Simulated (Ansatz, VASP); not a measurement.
## Si2Mo: VASP beside Ansatz

```
CELL_PARAMETERS angstrom
-1.54469 1.62330 3.93050
1.62330 -1.54469 3.93050
1.57669 1.57669 -3.89850
ATOMIC_POSITIONS crystal
Si 0.33300 0.33300 0.00000
Si 0.66700 0.66700 0.00000
Mo 0.00000 0.00000 0.00000
```

Change from the starting cell: equal xy, yz and zx shear strains of +2 %, crystal datasets.

Alike in both runs: task electric field gradients; functional PBEsol; k mesh 12 × 12 × 16; occupations fermi-dirac, width 0.03 eV; no spin polarisation.

```csv
,VASP,Ansatz
version,VASP 6.6.1,Ansatz 0.2.0
potentials or method,"VASP PAW PBE potentials, release 64 (Si, Mo_sv), cutoff 520 eV","all-electron PAW with datasets made for the crystal, scalar-relativistic"
```

Ansatz gave:

```
pressure (GPa)                                                : -2.4
traceless stress, the component that is largest in VASP (GPa) : -3.87
rms of the force components (eV/Å)                            : 0.151
size of Vzz on the site where it differs most (V/Å²)          : 62.6
```

Task: What did VASP give for the same quantities?

Result: Pressure (GPa): -2.1; traceless stress, the component that is largest in VASP (GPa): -3.87; rms of the force components (eV/Å): 0.149; size of Vzz on the site where it differs most (V/Å²): 61.3.

VASP's potentials were made for PBE, not for PBEsol. Atom by atom the forces differ by 0.002 eV/Å (rms over components). Ansatz ran all-electron here, and VASP with PAW potentials.
